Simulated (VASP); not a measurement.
# HfSn3S8 (P-3m1) in VASP: relaxation of cell and atoms with PBE

Aim: the relaxation of cell and atoms of HfSn3S8 with PBE.

Program: VASP 6.6.1. These are calculated values, not measurements. Logs are shortened: lines on timing, memory, paths and dates and some standing lists are left out, and cuts for length are marked.

### Step 1. The cell of the first run

Symmetry: P-3m1, No. 164, trigonal system. The conventional cell has a = 7.398 Å, b = 7.398 Å, c = 6.817 Å, α = 90.00°, β = 90.00°, γ = 120.00°. Within 3.4 Å of Hf (site symmetry -3m) lie 6 S at 2.58 Å. Sn (site symmetry 2/m) has 6 S at 2.59 to 2.60 Å within 3.4 Å. Within 3.4 Å of S (site symmetry m) lie 1 Hf at 2.58 Å and 2 Sn at 2.60 Å. Within 3.4 Å of S (site symmetry 3m) lie 3 Sn at 2.59 Å.

### Step 2. Relaxation of cell and atoms, PBE

INCAR

```
SYSTEM = HfSn3S8
PREC = Accurate
ENCUT = 600
EDIFF = 1E-7
ISMEAR = 0
SIGMA = 0.02
LREAL = .False.
LASPH = .True.
NELM = 80
ALGO = Normal
ISIF = 3
LWAVE = .False.
LCHARG = .False.
GGA = PE
IBRION = 2
NSW = 100
EDIFFG = -0.01
KPAR = 4
```

KPOINTS

```
Automatic mesh
0
Gamma
  6 6 4
  0 0 0
```

POSCAR

```
HfSn3S8
1.0
    7.3978110645      0.0000000000      0.0000000000
   -3.6989055322      6.4066923142      0.0000000000
    0.0000000000      0.0000000000      6.8166630203
Hf Sn S
1 3 8
Direct
    0.0000000000      0.0000000000      0.0000000000
    0.5000000000      0.5000000000      0.0000000000
    0.5000000000      0.0000000000      0.0000000000
    0.0000000000      0.5000000000      0.0000000000
    0.6693214961      0.8346607480      0.2165609801
    0.6666666667      0.3333333333      0.2148821639
    0.1653392520      0.8346607480      0.2165609801
    0.1653392520      0.3306785039      0.2165609801
    0.8346607480      0.6693214961      0.7834390199
    0.8346607480      0.1653392520      0.7834390199
    0.3333333333      0.6666666667      0.7851178361
    0.3306785039      0.1653392520      0.7834390199
```

Potentials or basis: VASP PAW PBE potentials, release 64 (Hf_pv, Sn_d, S).

Started as:

```
> cat potpaw_PBE.64/Hf_pv/POTCAR potpaw_PBE.64/Sn_d/POTCAR potpaw_PBE.64/S/POTCAR > POTCAR
> mpirun -np 4 vasp_std > vasp.out
```

OUTCAR:

```text
SYSTEM = HfSn3S8
   PREC = Accurate
   ENCUT = 600
   EDIFF = 1E-7
   ISMEAR = 0
   LREAL = .False.
   LASPH = .True.
   NELM = 80
   ISIF = 3
   GGA = PE
   IBRION = 2
   NSW = 100
   EDIFFG = -0.01

 ion  position               nearest neighbor table
   1  0.000  0.000  0.000-   8 2.58   9 2.58   5 2.58  12 2.58  10 2.58   7 2.58   4 3.70   4 3.70
                             2 3.70   2 3.70   3 3.70   3 3.70
   2  0.500  0.500  0.000-   6 2.59  11 2.59   5 2.60  12 2.60   8 2.60   9 2.60   3 3.70   3 3.70
                             1 3.70   1 3.70   4 3.70   4 3.70
   3  0.500  0.000  0.000-   6 2.59  11 2.59  10 2.60   7 2.60   5 2.60  12 2.60   2 3.70   2 3.70
                             4 3.70   4 3.70   1 3.70   1 3.70
   4  0.000  0.500  0.000-   6 2.59  11 2.59  10 2.60   7 2.60   8 2.60   9 2.60   1 3.70   1 3.70
                             3 3.70   3 3.70   2 3.70   2 3.70
   5  0.669  0.835  0.217-   1 2.58   2 2.60   3 2.60
   6  0.667  0.333  0.215-   3 2.59   4 2.59   2 2.59
   7  0.165  0.835  0.217-   1 2.58   4 2.60   3 2.60
   8  0.165  0.331  0.217-   1 2.58   2 2.60   4 2.60
   9  0.835  0.669  0.783-   1 2.58   2 2.60   4 2.60
  10  0.835  0.165  0.783-   1 2.58   4 2.60   3 2.60
  11  0.333  0.667  0.785-   3 2.59   4 2.59   2 2.59
  12  0.331  0.165  0.783-   1 2.58   2 2.60   3 2.60

  LATTYP: Found a hexagonal cell.
 ALAT       =     7.3978110645
 C/A-ratio  =     0.9214432433

  Lattice vectors:

 A1 = (   7.3978110645,   0.0000000000,   0.0000000000)
 A2 = (  -3.6989055322,   6.4066923142,   0.0000000000)
 A3 = (   0.0000000000,   0.0000000000,   6.8166630203)

Analysis of symmetry for initial positions (statically):
=====================================================================
 Subroutine PRICEL returns:
 Original cell was already a primitive cell.

 Routine SETGRP: Setting up the symmetry group for a
 hexagonal supercell.

 Subroutine GETGRP returns: Found 12 space group operations
 (whereof 12 operations were pure point group operations)
 out of a pool of 24 trial point group operations.

The static configuration has the point symmetry D_3d.

Analysis of symmetry for dynamics (positions and initial velocities):
=====================================================================
 Subroutine PRICEL returns:
 Original cell was already a primitive cell.

 Routine SETGRP: Setting up the symmetry group for a
 hexagonal supercell.

 Subroutine GETGRP returns: Found 12 space group operations
 (whereof 12 operations were pure point group operations)
 out of a pool of 24 trial point group operations.

The dynamic configuration has the point symmetry D_3d.

 Subroutine INISYM returns: Found 12 space group operations
 (whereof 12 operations are pure point group operations),
 and found     1 'primitive' translations

----------------------------------------------------------------------------------------

                                     Primitive cell

  volume of cell :     323.0791

  direct lattice vectors                    reciprocal lattice vectors
     7.397811064  0.000000000  0.000000000     0.135175120  0.078043392  0.000000000
    -3.698905532  6.406692314  0.000000000     0.000000000  0.156086784  0.000000000
     0.000000000  0.000000000  6.816663020     0.000000000  0.000000000  0.146699345

  length of vectors
     7.397811064  7.397811064  6.816663020     0.156086784  0.156086784  0.146699345

  position of ions in fractional coordinates (direct lattice)
     0.000000000  0.000000000  0.000000000
     0.500000000  0.500000000  0.000000000
     0.500000000  0.000000000  0.000000000
     0.000000000  0.500000000  0.000000000
     0.669321496  0.834660748  0.216560980
     0.666666667  0.333333333  0.214882164
     0.165339252  0.834660748  0.216560980
     0.165339252  0.330678504  0.216560980
     0.834660748  0.669321496  0.783439020
     0.834660748  0.165339252  0.783439020
     0.333333333  0.666666667  0.785117836
     0.330678504  0.165339252  0.783439020

  ion indices of the primitive-cell ions
   primitive index   ion index
                 1           1
                 2           2
                 3           3
                 4           4
                 5           5
                 6           6
                 7           7
                 8           8
                 9           9
                10          10
                11          11
                12          12

----------------------------------------------------------------------------------------

 KPOINTS: Automatic mesh

Automatic generation of k-mesh.
 Grid dimensions read from file:
 generate k-points for:    6    6    4

 Generating k-lattice:

  Cartesian coordinates                     Fractional coordinates (reciprocal lattice)
     0.022529187  0.013007232  0.000000000     0.166666667  0.000000000  0.000000000
     0.000000000  0.026014464  0.000000000     0.000000000  0.166666667  0.000000000
     0.000000000  0.000000000  0.036674836     0.000000000  0.000000000  0.250000000

  Length of vectors
     0.026014464  0.026014464  0.036674836

  Shift w.r.t. Gamma in fractional coordinates (k-lattice)
     0.000000000  0.000000000  0.000000000

 Subroutine IBZKPT returns following result:
 ===========================================

 Found     24 irreducible k-points:

 Following reciprocal coordinates:
            Coordinates               Weight
  0.000000  0.000000  0.000000      1.000000
  0.166667 -0.000000  0.000000      6.000000
  0.333333 -0.000000  0.000000      6.000000
  0.500000 -0.000000  0.000000      3.000000
  0.166667  0.166667  0.000000      6.000000
  0.333333  0.166667  0.000000     12.000000
[... 16 lines left out ...]
  0.333333  0.166667  0.500000     12.000000
  0.333333  0.333333  0.500000      2.000000
   k-points           NKPTS =     24   k-points in BZ     NKDIM =     24   number of bands    NBANDS=     60
   number of dos      NEDOS =    301   number of ions     NIONS =     12
   total plane-waves  NPLWV = 194400
   dimension x,y,z NGX =    60 NGY =   60 NGZ =   54
   dimension x,y,z NGXF=   120 NGYF=  120 NGZF=  108
   ions per type =               1   3   8
   NGX,Y,Z   is equivalent  to a cutoff of  13.48, 13.48, 13.17 a.u.
   NGXF,Y,Z  is equivalent  to a cutoff of  26.97, 26.97, 26.34 a.u.
 SYSTEM =  HfSn3S8
   PREC   = accura    normal or accurate (medium, high low for compatibility)
   ISTART =      0    job   : 0-new  1-cont  2-samecut
   ICHARG =      2    charge: 1-file 2-atom 10-const
   ISPIN  =      1    spin polarized calculation?
   LNONCOLLINEAR =      F non collinear calculations
   LSORBIT =      F    spin-orbit coupling
   LASPH  =      T    aspherical Exc in radial PAW
   ENCUT  =  600.0 eV  44.10 Ry    6.64 a.u.  14.78 14.78 13.61*2*pi/ulx,y,z
   NELM   =     80;   NELMIN=  2; NELMDL= -5     # of ELM steps
   EDIFF  = 0.1E-06   stopping-criterion for ELM
   LREAL  =      F    real-space projection
   EDIFFG = -.1E-01   stopping-criterion for IOM
   NSW    =    100    number of steps for IOM
   IBRION =      2    ionic relax: 0-MD 1-quasi-New 2-CG
   NFREE  =      1    steps in history (QN), initial steepest desc. (CG)
   ISIF   =      3    stress and relaxation
   ISYM   =      2    0-nonsym 1-usesym 2-fastsym
   POTIM  = 0.5000    time-step for ionic-motion
   TEBEG  =    0.0;   TEEND  =   0.0 temperature during run
   PSTRESS=    0.0 pullay stress
   NELECT =     100.0000    total number of electrons
   NUPDOWN=      -1.0000    fix difference up-down
   EMIN   =  10.00;   EMAX   =-10.00  energy-range for DOS
   EFERMI =   0.00;   METHOD = LEGACY
   ISMEAR =     0;   SIGMA  =   0.02  broadening in eV -4-tet -1-fermi 0-gaus
   EFERMI_NEDOS =   21; number of points for ismear=-14 and -15
   IALGO  =     38    algorithm
   IMIX   =      4    mixing-type and parameters
     AMIX     =   0.40;   BMIX     =  1.00
     AMIX_MAG =   1.60;   BMIX_MAG =  1.00
  volume/ion in A,a.u.               =      26.92       181.69
  Fermi-wavevector in a.u.,A,eV,Ry     =   1.107402  2.092686 16.685349  1.226339
  Thomas-Fermi vector in A             =   2.243915
   LORBIT       =      0    0 simple, 1 ext, 2 COOP (PROOUT), +10 PAW based schemes
   GGA     = PE    functional components
   LHFCALC =     F    Hartree Fock is set to
   AEXX    =    0.0000 exact exchange contribution
   IVDW    =     0    specifies the selected vdW correction
   LEPSILON=     F    determine dielectric tensor
   LRPA    =     F    only Hartree local field effects (RPA)
 conjugate gradient relaxation of ions
 non-spin polarized calculation
 Gauss-broadening in eV      SIGMA  =   0.02
  energy-cutoff  :      600.00
  volume of cell :      323.08
 maximum number of plane-waves:     10824
 NGX is ok and might be reduce to    60
   NGX = 29   NGY = 29   NGZ = 27

--------------------------------------- Ionic step        1  -------------------------------------------

 number of electron     100.0000014 magnetization

 Free energy of the ion-electron system (eV)
  ---------------------------------------------------
  ext. energy  EPLUGINS =         0.00000000
  ---------------------------------------------------
  free energy    TOTEN  =       -62.03238089 eV

  energy without entropy =      -62.03238089  energy(sigma->0) =      -62.03238089

------------------------ aborting loop because EDIFF is reached ----------------------------------------

  FORCE on cell =-STRESS in cart. coord.  units (eV):
  Direction    XX          YY          ZZ          XY          YZ          ZX
  --------------------------------------------------------------------------------------
  -------------------------------------------------------------------------------------
  Total       -0.4100547     -0.4100547     -0.1721155     -0.0000000      0.0000000      0.0000000
  in kB       -2.0334967     -2.0334967     -0.8535355     -0.0000000      0.0000000      0.0000000
  external PRESSURE =      -1.6401763 kB  Pullay stress =       0.0000000 kB
[... 123 lines left out ...]
  energy  without entropy=      -62.0329679119  energy(sigma->0) =      -62.03296791

--------------------------------------- Ionic step        4  -------------------------------------------

 number of electron     100.0000012 magnetization

 Free energy of the ion-electron system (eV)
  ---------------------------------------------------
  ext. energy  EPLUGINS =         0.00000000
  ---------------------------------------------------
  free energy    TOTEN  =       -62.03311102 eV

  energy without entropy =      -62.03311102  energy(sigma->0) =      -62.03311102

 E-fermi :   2.5160     XC(G=0):  -8.5984

 val. band max:        2.4026368281   @ k =   0.3333   0.3333   0.0000
 cond. band min:       3.2999729959   @ k =   0.0000   0.0000   0.0000
 fundamental gap:      0.8973361678
 Fermi energy:         2.5160238234

 k-point     1 :       0.0000    0.0000    0.0000
  band No.  band energies     occupation
      1     -28.0621      2.00000
      2     -28.0621      2.00000
      3     -28.0264      2.00000
      4     -18.5495      2.00000
      5     -18.5058      2.00000
      6     -18.5058      2.00000
[... 1540 lines left out ...]
  FREE ENERGIE OF THE ION-ELECTRON SYSTEM (eV)
  ---------------------------------------------------
  free  energy   TOTEN  =       -62.0331110235 eV

  energy  without entropy=      -62.0331110235  energy(sigma->0) =      -62.03311102

 reached required accuracy - stopping structural energy minimisation
```

Run time: 8.4 min. Hardware: 4 MPI ranks of Intel Xeon Platinum 8488C (Sapphire Rapids), shared host; peak memory 0.82 GiB.

Results:

```yaml
Free_energy: -62.0331 eV
Relaxed_volume: 26.86 Å³/atom
Relaxed_cell: a = 7.389 Å, b = 7.389 Å, c = 6.817 Å, α = 90.00°, β = 90.00°, γ = 120.00°
Space_group_after_relaxing_to_0.1_Å: P-3m1 (No. 164)
Energy_gained_by_relaxing: 0.1 meV/atom
Ionic_steps: 4
Pressure_after_relaxing: 0.0 GPa
Largest_force_after_relaxing: 0.008 eV/Å
Band_gap_on_the_k_mesh: 0.90 eV (least direct gap 0.97 eV)
```

Forces in eV/Å, atoms in the order of the input:
```
Hf   0.000  0.000  0.000
Sn   0.000  0.000  0.000
Sn   0.000  0.000  0.000
Sn   0.000  0.000  0.000
S    0.007  0.004  0.001
S    0.000  0.000  0.000
S   -0.007  0.004  0.001
S    0.000 -0.008  0.001
S    0.000  0.008 -0.001
S    0.007 -0.004 -0.001
S    0.000  0.000  0.000
S   -0.007 -0.004 -0.001
```

The path:
| step | energy change (eV) | largest force (eV/Å) | pressure (GPa) | volume (Å³) |
| --- | --- | --- | --- | --- |
| 1 | 0.0000 | 0.0397 | -0.16 | 323.08 |
| 2 | -0.0003 | 0.0278 | 0.16 | 321.79 |
| 3 | -0.0006 | 0.0186 | 0.03 | 322.30 |
| 4 | -0.0007 | 0.0081 | 0.02 | 322.36 |

Final structure:
```cif
data_structure
_symmetry_space_group_name_H-M 'P 1'
_symmetry_Int_Tables_number 1
_cell_length_a 7.3892
_cell_length_b 7.3892
_cell_length_c 6.8174
_cell_angle_alpha 90.000
_cell_angle_beta 90.000
_cell_angle_gamma 120.000
_cell_volume 322.36
loop_
_atom_site_label
_atom_site_type_symbol
_atom_site_fract_x
_atom_site_fract_y
_atom_site_fract_z
_atom_site_occupancy
Hf1 Hf 0.00000 0.00000 0.00000 1
Sn1 Sn 0.50000 0.50000 0.00000 1
Sn2 Sn 0.50000 0.00000 0.00000 1
Sn3 Sn 0.00000 0.50000 0.00000 1
S1 S 0.66961 0.83481 0.21648 1
S2 S 0.66667 0.33333 0.21491 1
S3 S 0.16519 0.83481 0.21648 1
S4 S 0.16519 0.33039 0.21648 1
S5 S 0.83481 0.66961 0.78352 1
S6 S 0.83481 0.16519 0.78352 1
S7 S 0.33333 0.66667 0.78509 1
S8 S 0.33039 0.16519 0.78352 1
```

Caveat: spin-orbit coupling is left out, which moves the levels of the heavy elements; this functional lacks dispersion, which binds layers or chains, so the pressure and a relaxed spacing across them are unreliable.
